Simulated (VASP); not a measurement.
# Au (I4/mmm) in VASP: single point with r2SCAN

Aim: the single point of Au with r2SCAN.

All numbers are computed with VASP 6.6.1; they aren't measurements. Logs are shortened: lines on timing, memory, paths and dates and some standing lists are left out, and cuts for length are marked.

## 1. The cell of the first run

It takes space group I4/mmm (No. 139, tetragonal). Conventional cell: a = 3.601 Å, b = 3.601 Å, c = 2.809 Å, α = 90.00°, β = 90.00°, γ = 90.00°. Au (site symmetry 4/mmm) has 14 Au at 2.81 to 3.60 Å within 3.7 Å.

## 2. Single point, r2SCAN

Contents of POSCAR:

```
Au
1.0
   -1.8003687769      1.8003687769      1.4042876459
    1.8003687769     -1.8003687769      1.4042876459
    1.8003687769      1.8003687769     -1.4042876459
Au
1
Direct
    0.0000000000      0.0000000000      0.0000000000
```

Contents of INCAR.step1:

```
ALGO     = Normal         # electronic algorithm
EDIFF    = 1E-4           # SCF threshold, eV
ENCUT    = 520            # plane-wave cutoff, eV
GGA      = PE             # functional
ISMEAR   = 0              # smearing method
LASPH    = True           # aspherical terms in the spheres
LCHARG   = False          # write CHGCAR
LREAL    = False          # projectors in reciprocal space
LWAVE    = True           # write WAVECAR
NBANDS   = 12             # bands
NELM     = 100            # most SCF steps
PREC     = Accurate       # precision mode
SIGMA    = 0.15           # smearing width, eV
```

Contents of INCAR.step2:

```
ALGO     = Normal         # electronic algorithm
EDIFF    = 1E-6           # SCF threshold, eV
ENCUT    = 520            # plane-wave cutoff, eV
ISIF     = 2              # what is computed and relaxed
ISMEAR   = 0              # smearing method
ISTART   = 1            
LASPH    = True           # aspherical terms in the spheres
LCHARG   = False          # write CHGCAR
LMIXTAU  = True         
LREAL    = False          # projectors in reciprocal space
LWAVE    = False          # write WAVECAR
METAGGA  = R2SCAN         # meta-GGA
NBANDS   = 12             # bands
NELM     = 100            # most SCF steps
PREC     = Accurate       # precision mode
SIGMA    = 0.15           # smearing width, eV
```

Contents of KPOINTS:

```
k-points
0
Gamma
  22 22 22
```

Potentials or basis: VASP PAW PBE potentials, release 64 (Au).

The run is started by

```bash
$ cat potpaw_PBE.64/Au/POTCAR > POTCAR
$ cp INCAR.step1 INCAR
$ mpirun -np 1 vasp_std > vasp.out
$ cp INCAR.step2 INCAR
$ mpirun -np 1 vasp_std > vasp.out
```

OUTCAR:

```text
EDIFF = 1E-6
   ENCUT = 520
   ISIF = 2
   ISMEAR = 0
   ISTART = 1
   LASPH = True
   LREAL = False
   METAGGA = R2SCAN
   NELM = 100
   PREC = Accurate

 ion  position               nearest neighbor table
   1  0.000  0.000  0.000-

  LATTYP: Found a body centered tetragonal cell.
 ALAT       =     3.6007375538
 C/A-ratio  =     0.7800000000

  Lattice vectors:

 A1 = (  -1.8003687769,   1.8003687769,   1.4042876459)
 A2 = (   1.8003687769,  -1.8003687769,   1.4042876459)
 A3 = (   1.8003687769,   1.8003687769,  -1.4042876459)

Analysis of symmetry for initial positions (statically):
=====================================================================
 Subroutine PRICEL returns:
 Original cell was already a primitive cell.

 Routine SETGRP: Setting up the symmetry group for a
 body centered tetragonal supercell.

 Subroutine GETGRP returns: Found 16 space group operations
 (whereof 16 operations were pure point group operations)
 out of a pool of 16 trial point group operations.

The static configuration has the point symmetry D_4h.

Analysis of symmetry for dynamics (positions and initial velocities):
=====================================================================
 Subroutine PRICEL returns:
 Original cell was already a primitive cell.

 Routine SETGRP: Setting up the symmetry group for a
 body centered tetragonal supercell.

 Subroutine GETGRP returns: Found 16 space group operations
 (whereof 16 operations were pure point group operations)
 out of a pool of 16 trial point group operations.

The dynamic configuration has the point symmetry D_4h.

 Subroutine INISYM returns: Found 16 space group operations
 (whereof 16 operations are pure point group operations),
 and found     1 'primitive' translations

----------------------------------------------------------------------------------------

                                     Primitive cell

  volume of cell :      18.2070

  direct lattice vectors                    reciprocal lattice vectors
    -1.800368777  1.800368777  1.404287646     0.000000000  0.277720879  0.356052410
     1.800368777 -1.800368777  1.404287646     0.277720879  0.000000000  0.356052410
     1.800368777  1.800368777 -1.404287646     0.277720879  0.277720879  0.000000000

  length of vectors
     2.907693116  2.907693116  2.907693116     0.451555318  0.451555318  0.392756634

  position of ions in fractional coordinates (direct lattice)
     0.000000000  0.000000000  0.000000000

  ion indices of the primitive-cell ions
   primitive index   ion index
                 1           1

----------------------------------------------------------------------------------------

 KPOINTS: k-points

Automatic generation of k-mesh.
 Grid dimensions read from file:
 generate k-points for:   22   22   22

 Generating k-lattice:

  Cartesian coordinates                     Fractional coordinates (reciprocal lattice)
     0.000000000  0.012623676  0.016184200     0.045454545 -0.000000000  0.000000000
     0.012623676  0.000000000  0.016184200    -0.000000000  0.045454545  0.000000000
     0.012623676  0.012623676  0.000000000     0.000000000  0.000000000  0.045454545

  Length of vectors
     0.020525242  0.020525242  0.017852574

  Shift w.r.t. Gamma in fractional coordinates (k-lattice)
     0.000000000  0.000000000  0.000000000

 Subroutine IBZKPT returns following result:
 ===========================================

 Found    834 irreducible k-points:

 Following reciprocal coordinates:
            Coordinates               Weight
  0.000000  0.000000  0.000000      1.000000
  0.045455 -0.000000  0.000000      8.000000
  0.090909 -0.000000  0.000000      8.000000
  0.136364  0.000000  0.000000      8.000000
  0.181818 -0.000000  0.000000      8.000000
  0.227273 -0.000000  0.000000      8.000000
[... 16 lines left out ...]
  0.500000  0.045455  0.000000     16.000000
 -0.454545  0.045455 -0.000000     16.000000
 [... further k-points ...]
   k-points           NKPTS =    834   k-points in BZ     NKDIM =    834   number of bands    NBANDS=     12
   number of dos      NEDOS =    301   number of ions     NIONS =      1
   total plane-waves  NPLWV =  13824
   dimension x,y,z NGX =    24 NGY =   24 NGZ =   24
   dimension x,y,z NGXF=    48 NGYF=   48 NGZF=   48
   ions per type =               1
   NGX,Y,Z   is equivalent  to a cutoff of  13.72, 13.72, 13.72 a.u.
   NGXF,Y,Z  is equivalent  to a cutoff of  27.44, 27.44, 27.44 a.u.
 SYSTEM =  unknown system
   PREC   = accura    normal or accurate (medium, high low for compatibility)
   ISTART =      1    job   : 0-new  1-cont  2-samecut
   ICHARG =      0    charge: 1-file 2-atom 10-const
   ISPIN  =      1    spin polarized calculation?
   LNONCOLLINEAR =      F non collinear calculations
   LSORBIT =      F    spin-orbit coupling
   LASPH  =      T    aspherical Exc in radial PAW
   ENCUT  =  520.0 eV  38.22 Ry    6.18 a.u.   5.41  5.41  5.41*2*pi/ulx,y,z
   NELM   =    100;   NELMIN=  2; NELMDL=  0     # of ELM steps
   EDIFF  = 0.1E-05   stopping-criterion for ELM
   LREAL  =      F    real-space projection
   EDIFFG = 0.1E-04   stopping-criterion for IOM
   NSW    =      0    number of steps for IOM
   IBRION =     -1    ionic relax: 0-MD 1-quasi-New 2-CG
   NFREE  =      0    steps in history (QN), initial steepest desc. (CG)
   ISIF   =      2    stress and relaxation
   ISYM   =      2    0-nonsym 1-usesym 2-fastsym
   POTIM  = 0.5000    time-step for ionic-motion
   TEBEG  =    0.0;   TEEND  =   0.0 temperature during run
   PSTRESS=    0.0 pullay stress
   NELECT =      11.0000    total number of electrons
   NUPDOWN=      -1.0000    fix difference up-down
   EMIN   =  10.00;   EMAX   =-10.00  energy-range for DOS
   EFERMI =   0.00;   METHOD = LEGACY
   ISMEAR =     0;   SIGMA  =   0.15  broadening in eV -4-tet -1-fermi 0-gaus
   EFERMI_NEDOS =   21; number of points for ismear=-14 and -15
   IALGO  =     38    algorithm
   IMIX   =      4    mixing-type and parameters
     AMIX     =   0.40;   BMIX     =  1.00
     AMIX_MAG =   1.60;   BMIX_MAG =  1.00
  volume/ion in A,a.u.               =      18.21       122.87
  Fermi-wavevector in a.u.,A,eV,Ry     =   1.383968  2.615320 26.060157  1.915367
  Thomas-Fermi vector in A             =   2.508516
   LORBIT       =      0    0 simple, 1 ext, 2 COOP (PROOUT), +10 PAW based schemes
   METAGGA = R2SCAN    functional components
   LHFCALC =     F    Hartree Fock is set to
   AEXX    =    0.0000 exact exchange contribution
   IVDW    =     0    specifies the selected vdW correction
   LEPSILON=     F    determine dielectric tensor
   LRPA    =     F    only Hartree local field effects (RPA)
 non-spin polarized calculation
 Gauss-broadening in eV      SIGMA  =   0.15
  energy-cutoff  :      520.00
  volume of cell :       18.21
 maximum number of plane-waves:       504
 NGX is ok and might be reduce to    24
   NGX = 11   NGY = 11   NGZ = 11

 number of electron      11.0000000 magnetization

 Free energy of the ion-electron system (eV)
  ---------------------------------------------------
  ext. energy  EPLUGINS =         0.00000000
  ---------------------------------------------------
  free energy    TOTEN  =       -50.57611279 eV

  energy without entropy =      -50.57244744  energy(sigma->0) =      -50.57428012

 E-fermi :   8.2976     XC(G=0): -13.1420

 val. band max:        8.2863424565   @ k =   0.5000   0.1364   0.0909
 cond. band min:       8.3006379059   @ k =   0.2273   0.2273   0.0000
 fundamental gap:      0.0142954495
 Fermi energy:         8.2975957382

 k-point     1 :       0.0000    0.0000    0.0000
  band No.  band energies     occupation
      1      -1.1433      2.00000
      2       2.6627      2.00000
      3       3.7283      2.00000
      4       4.3753      2.00000
      5       4.3753      2.00000
      6       5.7871      2.00000
      7      23.6370      0.00000
      8      23.6370      0.00000
      9      29.7497      0.00000
     10      31.2083      0.00000
     11      31.2083      0.00000
     12      31.6654      0.00000

 k-point     2 :       0.0455   -0.0000    0.0000
  band No.  band energies     occupation
      1      -1.0569      2.00000
      2       2.6895      2.00000
      3       3.7602      2.00000
      4       4.3540      2.00000
      5       4.3577      2.00000
      6       5.7610      2.00000
      7      23.6807      0.00000
      8      23.7246      0.00000
      9      29.3764      0.00000
     10      30.5348      0.00000
     11      30.9949      0.00000
     12      32.2118      0.00000

 k-point     3 :       0.0909   -0.0000    0.0000
  band No.  band energies     occupation
      1      -0.8014      2.00000
      2       2.7584      2.00000
      3       3.8353      2.00000
      4       4.3139      2.00000
      5       4.3200      2.00000
      6       5.6890      2.00000
      7      23.7765      0.00000
      8      23.9691      0.00000
      9      28.2378      0.00000
     10      30.0862      0.00000
     11      30.4019      0.00000
     12      32.5662      0.00000
[... 286 lines left out ...]
 k-point    23 :       0.5000    0.0455    0.0000
  band No.  band energies     occupation
      1       1.4640      2.00000
      2       2.1296      2.00000
      3       4.9529      2.00000
      4       6.2714      2.00000
      5       6.4125      2.00000
      6       8.6955      0.00018
      7      13.1189      0.00000
      8      20.2594      0.00000
      9      20.7585      0.00000
     10      28.3360      0.00000
     11      29.7549      0.00000
     12      30.9803      0.00000

 k-point    24 :      -0.4545    0.0455   -0.0000
  band No.  band energies     occupation
      1       1.5069      2.00000
      2       2.1908      2.00000
      3       4.9909      2.00000
      4       6.0768      2.00000
      5       6.2094      2.00000
      6       7.6039      2.00000
      7      14.5539      0.00000
      8      20.4559      0.00000
      9      21.1112      0.00000
     10      28.2804      0.00000
     11      29.6329      0.00000
     12      31.4053      0.00000

 [... further k-points ...]

------------------------ aborting loop because EDIFF is reached ----------------------------------------

  FORCE on cell =-STRESS in cart. coord.  units (eV):
  Direction    XX          YY          ZZ          XY          YZ          ZX
  --------------------------------------------------------------------------------------
  -------------------------------------------------------------------------------------
  Total       -0.3812996     -0.3812996     -0.0457807      0.0000000     -0.0000000      0.0000000
  in kB      -33.5535043    -33.5535043     -4.0286027      0.0000000     -0.0000000      0.0000000
  external PRESSURE =     -23.7118705 kB  Pullay stress =       0.0000000 kB

 VOLUME and BASIS-vectors are now :
 -----------------------------------------------------------------------------
  energy-cutoff  :      520.00
  volume of cell :       18.21
      direct lattice vectors                 reciprocal lattice vectors
    -1.800368777  1.800368777  1.404287646     0.000000000  0.277720879  0.356052410
     1.800368777 -1.800368777  1.404287646     0.277720879  0.000000000  0.356052410
     1.800368777  1.800368777 -1.404287646     0.277720879  0.277720879  0.000000000

 POSITION                                       TOTAL-FORCE (eV/Angst)
 -----------------------------------------------------------------------------------
      0.00000      0.00000      0.00000         0.000000     -0.000000      0.000000
 -----------------------------------------------------------------------------------
    total drift:                               -0.000000      0.000000      0.000000

  FREE ENERGIE OF THE ION-ELECTRON SYSTEM (eV)
  ---------------------------------------------------
  free  energy   TOTEN  =       -50.5761127930 eV

  energy  without entropy=      -50.5724474432  energy(sigma->0) =      -50.57428012
```

It took 18 min on 1 thread of AMD EPYC 7R13, shared host; peak memory 0.26 GiB.

Results:

```yaml
Free_energy: -50.5761 eV
Pressure: -2.4 GPa
```

Caveat: the PAW data sets were made with another functional, which shifts forces and pressure a little; spin-orbit coupling is left out, which moves the levels of the heavy elements.
